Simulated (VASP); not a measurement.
# SnS2 (Berndtite-2T) (P-3m1) in VASP: a series of runs

SnS2 (Berndtite-2T) is run at these levels: PBEsol; tasks: single point, relaxation of cell and atoms.

All numbers are computed with VASP 6.6.1; they aren't measurements. Logs are shortened: lines on timing, memory, paths and dates and some standing lists are left out, and cuts for length are marked.

### 1 The cell of the first run

Symmetry: P-3m1, No. 164, trigonal system. Conventional cell: a = 3.653 Å, b = 3.653 Å, c = 6.056 Å, α = 90.00°, β = 90.00°, γ = 120.00°. Sn (site symmetry -3m) has 6 S at 2.57 Å within 3.4 Å. Within 3.4 Å of S (site symmetry 3m) lie 3 Sn at 2.57 Å.

### 2 Single point, PBEsol

Input file INCAR:

```
SYSTEM = SnS2
PREC = Accurate
ENCUT = 500
EDIFF = 1E-6
ISMEAR = -1
SIGMA = 0.1
LREAL = .False.
LASPH = .True.
NELM = 120
ALGO = Normal
ISIF = 2
LWAVE = .False.
LCHARG = .False.
GGA = PS
NBANDS = 20
GGA_COMPAT = .False.
```

Input file KPOINTS:

```
Automatic mesh
0
Gamma
  6 6 4
  0 0 0
```

Input file POSCAR:

```
SnS2
1.0
    3.6529940444      0.0000000000      0.0000000000
   -1.8264970222      3.1635856423      0.0000000000
    0.0000000000      0.0000000000      6.0555353307
Sn S
1 2
Direct
    0.0000000000      0.0000000000      0.0000000000
    0.3333333333      0.6666666667      0.2431654428
    0.6666666667      0.3333333333      0.7568345572
```

Potentials or basis: VASP PAW PBE potentials, release 64 (Sn_d, S).

The run is started by

```console
$ cat potpaw_PBE.64/Sn_d/POTCAR potpaw_PBE.64/S/POTCAR > POTCAR
$ mpirun -np 1 vasp_std > vasp.out
```

OUTCAR:

```text
SYSTEM = SnS2
   PREC = Accurate
   ENCUT = 500
   EDIFF = 1E-6
   ISMEAR = -1
   LREAL = .False.
   LASPH = .True.
   NELM = 120
   ISIF = 2
   GGA = PS

 ion  position               nearest neighbor table
   1  0.000  0.000  0.000-   2 2.57   3 2.57   2 2.57   3 2.57   3 2.57   2 2.57
   2  0.333  0.667  0.243-   1 2.57   1 2.57   1 2.57
   3  0.667  0.333  0.757-   1 2.57   1 2.57   1 2.57

  LATTYP: Found a hexagonal cell.
 ALAT       =     3.6529940444
 C/A-ratio  =     1.6576909946

  Lattice vectors:

 A1 = (   3.6529940444,   0.0000000000,   0.0000000000)
 A2 = (  -1.8264970222,   3.1635856423,   0.0000000000)
 A3 = (   0.0000000000,   0.0000000000,   6.0555353307)

Analysis of symmetry for initial positions (statically):
=====================================================================
 Subroutine PRICEL returns:
 Original cell was already a primitive cell.

 Routine SETGRP: Setting up the symmetry group for a
 hexagonal supercell.

 Subroutine GETGRP returns: Found 12 space group operations
 (whereof 12 operations were pure point group operations)
 out of a pool of 24 trial point group operations.

The static configuration has the point symmetry D_3d.

Analysis of symmetry for dynamics (positions and initial velocities):
=====================================================================
 Subroutine PRICEL returns:
 Original cell was already a primitive cell.

 Routine SETGRP: Setting up the symmetry group for a
 hexagonal supercell.

 Subroutine GETGRP returns: Found 12 space group operations
 (whereof 12 operations were pure point group operations)
 out of a pool of 24 trial point group operations.

The dynamic configuration has the point symmetry D_3d.

 Subroutine INISYM returns: Found 12 space group operations
 (whereof 12 operations are pure point group operations),
 and found     1 'primitive' translations

----------------------------------------------------------------------------------------

                                     Primitive cell

  volume of cell :      69.9812

  direct lattice vectors                    reciprocal lattice vectors
     3.652994044  0.000000000  0.000000000     0.273748051  0.158048511  0.000000000
    -1.826497022  3.163585642  0.000000000     0.000000000  0.316097022  0.000000000
     0.000000000  0.000000000  6.055535331     0.000000000  0.000000000  0.165138166

  length of vectors
     3.652994044  3.652994044  6.055535331     0.316097022  0.316097022  0.165138166

  position of ions in fractional coordinates (direct lattice)
     0.000000000  0.000000000  0.000000000
     0.333333333  0.666666667  0.243165443
     0.666666667  0.333333333  0.756834557

  ion indices of the primitive-cell ions
   primitive index   ion index
                 1           1
                 2           2
                 3           3

----------------------------------------------------------------------------------------

 KPOINTS: Automatic mesh

Automatic generation of k-mesh.
 Grid dimensions read from file:
 generate k-points for:    6    6    4

 Generating k-lattice:

  Cartesian coordinates                     Fractional coordinates (reciprocal lattice)
     0.045624675  0.026341418  0.000000000     0.166666667  0.000000000  0.000000000
     0.000000000  0.052682837  0.000000000     0.000000000  0.166666667  0.000000000
     0.000000000  0.000000000  0.041284542     0.000000000  0.000000000  0.250000000

  Length of vectors
     0.052682837  0.052682837  0.041284542

  Shift w.r.t. Gamma in fractional coordinates (k-lattice)
     0.000000000  0.000000000  0.000000000

 Subroutine IBZKPT returns following result:
 ===========================================

 Found     24 irreducible k-points:

 Following reciprocal coordinates:
            Coordinates               Weight
  0.000000  0.000000  0.000000      1.000000
  0.166667  0.000000  0.000000      6.000000
  0.333333  0.000000  0.000000      6.000000
  0.500000  0.000000  0.000000      3.000000
  0.166667  0.166667  0.000000      6.000000
  0.333333  0.166667  0.000000     12.000000
[... 16 lines left out ...]
  0.333333  0.166667  0.500000     12.000000
  0.333333  0.333333  0.500000      2.000000
   k-points           NKPTS =     24   k-points in BZ     NKDIM =     24   number of bands    NBANDS=     20
   number of dos      NEDOS =    301   number of ions     NIONS =      3
   total plane-waves  NPLWV =  37632
   dimension x,y,z NGX =    28 NGY =   28 NGZ =   48
   dimension x,y,z NGXF=    56 NGYF=   56 NGZF=   96
   ions per type =               1   2
   NGX,Y,Z   is equivalent  to a cutoff of  12.74, 12.74, 13.18 a.u.
   NGXF,Y,Z  is equivalent  to a cutoff of  25.49, 25.49, 26.36 a.u.
 SYSTEM =  SnS2
   PREC   = accura    normal or accurate (medium, high low for compatibility)
   ISTART =      0    job   : 0-new  1-cont  2-samecut
   ICHARG =      2    charge: 1-file 2-atom 10-const
   ISPIN  =      1    spin polarized calculation?
   LNONCOLLINEAR =      F non collinear calculations
   LSORBIT =      F    spin-orbit coupling
   LASPH  =      T    aspherical Exc in radial PAW
   ENCUT  =  500.0 eV  36.75 Ry    6.06 a.u.   6.66  6.66 11.04*2*pi/ulx,y,z
   NELM   =    120;   NELMIN=  2; NELMDL= -5     # of ELM steps
   EDIFF  = 0.1E-05   stopping-criterion for ELM
   LREAL  =      F    real-space projection
   EDIFFG = 0.1E-04   stopping-criterion for IOM
   NSW    =      0    number of steps for IOM
   IBRION =     -1    ionic relax: 0-MD 1-quasi-New 2-CG
   NFREE  =      0    steps in history (QN), initial steepest desc. (CG)
   ISIF   =      2    stress and relaxation
   ISYM   =      2    0-nonsym 1-usesym 2-fastsym
   POTIM  = 0.5000    time-step for ionic-motion
   TEBEG  =    0.0;   TEEND  =   0.0 temperature during run
   PSTRESS=    0.0 pullay stress
   NELECT =      26.0000    total number of electrons
   NUPDOWN=      -1.0000    fix difference up-down
   EMIN   =  10.00;   EMAX   =-10.00  energy-range for DOS
   EFERMI =   0.00;   METHOD = LEGACY
   ISMEAR =    -1;   SIGMA  =   0.10  broadening in eV -4-tet -1-fermi 0-gaus
   EFERMI_NEDOS =   21; number of points for ismear=-14 and -15
   IALGO  =     38    algorithm
   IMIX   =      4    mixing-type and parameters
     AMIX     =   0.40;   BMIX     =  1.00
     AMIX_MAG =   1.60;   BMIX_MAG =  1.00
  volume/ion in A,a.u.               =      23.33       157.42
  Fermi-wavevector in a.u.,A,eV,Ry     =   1.176898  2.224015 18.845286  1.385089
  Thomas-Fermi vector in A             =   2.313254
   LORBIT       =      0    0 simple, 1 ext, 2 COOP (PROOUT), +10 PAW based schemes
   GGA     = PS    functional components
   LHFCALC =     F    Hartree Fock is set to
   AEXX    =    0.0000 exact exchange contribution
   IVDW    =     0    specifies the selected vdW correction
   LEPSILON=     F    determine dielectric tensor
   LRPA    =     F    only Hartree local field effects (RPA)
 non-spin polarized calculation
  energy-cutoff  :      500.00
  volume of cell :       69.98
 maximum number of plane-waves:      1810
 NGX is ok and might be reduce to    28
   NGX = 13   NGY = 13   NGZ = 23

 number of electron      26.0000010 magnetization

 Free energy of the ion-electron system (eV)
  ---------------------------------------------------
  ext. energy  EPLUGINS =         0.00000000
  ---------------------------------------------------
  free energy    TOTEN  =       -14.26546425 eV

  energy without entropy =      -14.26520179  energy(sigma->0) =      -14.26533302

 E-fermi :   4.9666     XC(G=0):  -9.6310

 val. band max:        4.1560950324   @ k =   0.1667   0.0000   0.0000
 cond. band min:       5.6477929268   @ k =   0.5000   0.0000   0.2500
 fundamental gap:      1.4916978944
 Fermi energy:         4.9665646839

 k-point     1 :       0.0000    0.0000    0.0000
  band No.  band energies     occupation
      1     -16.5615      2.00000
      2     -16.5615      2.00000
      3     -16.5194      2.00000
      4     -16.4909      2.00000
      5     -16.4909      2.00000
      6      -9.4824      2.00000
[... 12 lines left out ...]
     19      13.7189      0.00000
     20      13.7189      0.00000

 k-point     2 :       0.1667    0.0000    0.0000
  band No.  band energies     occupation
      1     -16.5793      2.00000
      2     -16.5467      2.00000
      3     -16.5088      2.00000
      4     -16.4990      2.00000
      5     -16.4887      2.00000
      6      -9.1726      2.00000
[... 12 lines left out ...]
     19      13.2231      0.00000
     20      14.0535      0.00000

 k-point     3 :       0.3333    0.0000    0.0000
  band No.  band energies     occupation
      1     -16.6204      2.00000
      2     -16.5305      2.00000
      3     -16.5221      2.00000
      4     -16.4748      2.00000
      5     -16.4705      2.00000
      6      -8.3268      2.00000
[... 12 lines left out ...]
     19      13.4958      0.00000
     20      14.2776      0.00000

 k-point     4 :       0.5000    0.0000    0.0000
  band No.  band energies     occupation
      1     -16.6420      2.00000
      2     -16.5301      2.00000
      3     -16.5288      2.00000
      4     -16.4602      2.00000
      5     -16.4547      2.00000
      6      -7.5532      2.00000
[... 12 lines left out ...]
     19      14.3726      0.00000
     20      14.9123      0.00000

 k-point     5 :       0.1667    0.1667    0.0000
  band No.  band energies     occupation
      1     -16.5992      2.00000
      2     -16.5430      2.00000
      3     -16.5095      2.00000
      4     -16.4967      2.00000
      5     -16.4711      2.00000
      6      -8.5877      2.00000
[... 12 lines left out ...]
     19      11.9025      0.00000
     20      14.5697      0.00000
[... 353 lines left out ...]
      6      -7.4790      2.00000
[... 12 lines left out ...]
     19      14.7813      0.00000
     20      15.4413      0.00000

 k-point    22 :       0.1667    0.1667    0.5000
  band No.  band energies     occupation
      1     -16.5994      2.00000
      2     -16.5431      2.00000
      3     -16.5095      2.00000
      4     -16.4967      2.00000
      5     -16.4711      2.00000
      6      -8.4720      2.00000
[... 12 lines left out ...]
     19      12.8630      0.00000
     20      13.8668      0.00000

 k-point    23 :       0.3333    0.1667    0.5000
  band No.  band energies     occupation
      1     -16.6198      2.00000
      2     -16.5462      2.00000
      3     -16.5165      2.00000
      4     -16.4763      2.00000
      5     -16.4584      2.00000
      6      -7.5691      2.00000
[... 12 lines left out ...]
     19      13.4082      0.00000
     20      14.3336      0.00000

 k-point    24 :       0.3333    0.3333    0.5000
  band No.  band energies     occupation
      1     -16.5854      2.00000
      2     -16.5854      2.00000
      3     -16.4899      2.00000
      4     -16.4899      2.00000
      5     -16.4667      2.00000
      6      -6.9827      2.00000
[... 12 lines left out ...]
     19      13.6838      0.00000
     20      13.7680      0.00000

------------------------ aborting loop because EDIFF is reached ----------------------------------------

  FORCE on cell =-STRESS in cart. coord.  units (eV):
  Direction    XX          YY          ZZ          XY          YZ          ZX
  --------------------------------------------------------------------------------------
  -------------------------------------------------------------------------------------
  Total       -0.0269503     -0.0269503     -0.0134423     -0.0000000      0.0000000      0.0000000
  in kB       -0.6170121     -0.6170121     -0.3077527     -0.0000000      0.0000000      0.0000000
  external PRESSURE =      -0.5139256 kB  Pullay stress =       0.0000000 kB

 VOLUME and BASIS-vectors are now :
 -----------------------------------------------------------------------------
  energy-cutoff  :      500.00
  volume of cell :       69.98
      direct lattice vectors                 reciprocal lattice vectors
     3.652994044  0.000000000  0.000000000     0.273748051  0.158048511  0.000000000
    -1.826497022  3.163585642  0.000000000     0.000000000  0.316097022  0.000000000
     0.000000000  0.000000000  6.055535331     0.000000000  0.000000000  0.165138166

 POSITION                                       TOTAL-FORCE (eV/Angst)
 -----------------------------------------------------------------------------------
      0.00000      0.00000      0.00000        -0.000000      0.000000      0.000000
     -0.00000      2.10906      1.47250        -0.000000      0.000000      0.001562
      1.82650      1.05453      4.58304         0.000000     -0.000000     -0.001562
 -----------------------------------------------------------------------------------
    total drift:                               -0.000000     -0.000000      0.000000

  FREE ENERGIE OF THE ION-ELECTRON SYSTEM (eV)
  ---------------------------------------------------
  free  energy   TOTEN  =       -14.2654642460 eV

  energy  without entropy=      -14.2652017944  energy(sigma->0) =      -14.26533302
```

Run time: 15 s. Hardware: 1 thread of Intel Xeon 6975P-C (Granite Rapids), shared host; peak memory 0.19 GiB.

What came out:

| Property | Result |
| --- | --- |
| Free energy | -14.2655 eV |
| Pressure | -0.1 GPa |
| Band gap on the k mesh | 1.49 eV, indirect (least direct gap 1.81 eV) |

Levels at points of the mesh, in eV from the valence-band top:
| k point | band 9 | band 10 | band 11 | band 12 | band 13 | band 14 | band 15 | band 16 | band 17 | band 18 |
| --- | --- | --- | --- | --- | --- | --- | --- | --- | --- | --- |
| (0.00, 0.00, 0.00) | -0.51 | -0.51 | -0.20 | -0.20 | -0.02 | 1.99 | 3.67 | 5.46 | 5.46 | 8.76 |
| (0.50, 0.00, 0.00) | -4.32 | -2.53 | -2.40 | -0.83 | -0.19 | 1.70 | 4.50 | 6.03 | 6.27 | 7.49 |
| (0.00, 0.00, 0.50) | -1.71 | -0.57 | -0.57 | -0.10 | -0.10 | 3.06 | 3.72 | 5.26 | 5.26 | 8.94 |
| (0.50, 0.00, 0.50) | -4.66 | -2.28 | -1.78 | -0.58 | -0.45 | 1.50 | 4.71 | 5.61 | 6.35 | 6.92 |

Caveat: the PAW data sets were made with another functional, which shifts forces and pressure a little; spin-orbit coupling is left out, which moves the levels of the heavy elements; this functional lacks dispersion, which binds the layers, so the pressure and a relaxed spacing across them are unreliable.

### 3 Relaxation of cell and atoms, PBEsol

This run uses another cell than the first one, of 22.43 Å³/atom, 0.962 times its volume.

Input file INCAR:

```
PREC = Accurate
ENCUT = 500
EDIFF = 1E-7
ISMEAR = -1
SIGMA = 0.1
LREAL = F
LASPH = T
NELM = 120
ALGO = Normal
ISIF = 3
LWAVE = F
LCHARG = F
GGA = PS
IBRION = 2
NSW = 80
EDIFFG = -0.01
GGA_COMPAT = F
NELMIN = 4
```

Input file KPOINTS:

```
Automatic mesh
0
Gamma
  6 6 4
```

Input file POSCAR:

```
SnS2
1.0
    3.6390000000      0.0000000000      0.0000000000
   -1.8195000000      3.1514664400      0.0000000000
    0.0000000000      0.0000000000      5.8680000000
Sn S
1 2
Direct
    0.0000000000      0.0000000000      0.0000000000
    0.3333333333      0.6666666667      0.2500000000
    0.6666666667      0.3333333333      0.7500000000
```

Potentials or basis: VASP PAW PBE potentials, release 64 (Sn_d, S).

The run is started by

```console
$ cat potpaw_PBE.64/Sn_d/POTCAR potpaw_PBE.64/S/POTCAR > POTCAR
$ mpirun -np 1 vasp_std > vasp.out
```

Wall time 1.7 min (1 thread of Intel Xeon 6975P-C (Granite Rapids), shared host); peak memory 0.2 GiB.

The run converged. Its results:

```
Free energy                            : -14.2645 eV
Relaxed volume                         : 23.22 Å³/atom
Relaxed cell                           : a = 3.651 Å, b = 3.651 Å, c = 6.035 Å, α = 90.00°, β = 90.00°, γ = 120.00°
Space group after relaxing (to 0.05 Å) : P-3m1 (No. 164)
Energy gained by relaxing              : 1.7 meV/atom
Ionic steps                            : 12
Pressure after relaxing                : 0.0 GPa
Band gap on the k mesh                 : 1.49 eV, indirect (least direct gap 1.81 eV)
```

Forces in eV/Å, atoms in the order of the input:
```
Sn   0.000  0.000  0.000
S    0.000  0.000 -0.002
S    0.000  0.000  0.002
```

Step by step:
| step | energy change (eV) | largest force (eV/Å) | pressure (GPa) | volume (Å³) |
| --- | --- | --- | --- | --- |
| 1 | 0.0000 | 0.0937 | 1.12 | 67.30 |
| 2 | -0.0004 | 0.1728 | -0.91 | 68.83 |
| 3 | -0.0029 | 0.0467 | 0.04 | 68.09 |
| 4 | -0.0031 | 0.0388 | 0.04 | 68.17 |
| 5 | -0.0035 | 0.0151 | 0.01 | 68.42 |
| 6 | -0.0036 | 0.0322 | -0.03 | 68.91 |
| 7 | -0.0037 | 0.0110 | -0.01 | 68.68 |
| 8 | -0.0038 | 0.0102 | -0.01 | 68.74 |
| 9 | -0.0042 | 0.0078 | -0.01 | 68.89 |
| 10 | -0.0047 | 0.0035 | 0.00 | 69.20 |
| 11 | -0.0050 | 0.0044 | 0.04 | 69.80 |
| 12 | -0.0050 | 0.0022 | 0.02 | 69.66 |

Final structure:
```xyz
3
Lattice="3.6509 0.0000 0.0000 -1.8255 3.1618 0.0000 0.0000 0.0000 6.0350" Properties=species:S:1:pos:R:3 pbc="T T T"
Sn    0.0000    0.0000    0.0000
S     0.0000    2.1079    1.4734
S     1.8255    1.0539    4.5615
```

Levels at points of the mesh, in eV from the valence-band top:
```tsv
k point	band 9	band 10	band 11	band 12	band 13	band 14	band 15	band 16	band 17
(0.00, 0.00, 0.00)	-0.51	-0.51	-0.20	-0.20	-0.01	1.99	3.67	5.46	5.46
(0.50, 0.00, 0.00)	-4.32	-2.55	-2.40	-0.85	-0.19	1.71	4.49	6.01	6.25
(0.00, 0.00, 0.50)	-1.73	-0.58	-0.58	-0.10	-0.10	3.08	3.72	5.26	5.26
(0.50, 0.00, 0.50)	-4.68	-2.28	-1.78	-0.59	-0.46	1.50	4.71	5.59	6.35
```

Caveat: the PAW data sets were made with another functional, which shifts forces and pressure a little; spin-orbit coupling is left out, which moves the levels of the heavy elements; this functional lacks dispersion, which binds the layers, so the pressure and a relaxed spacing across them are unreliable. Zero-point motion and thermal expansion aren't in these numbers.
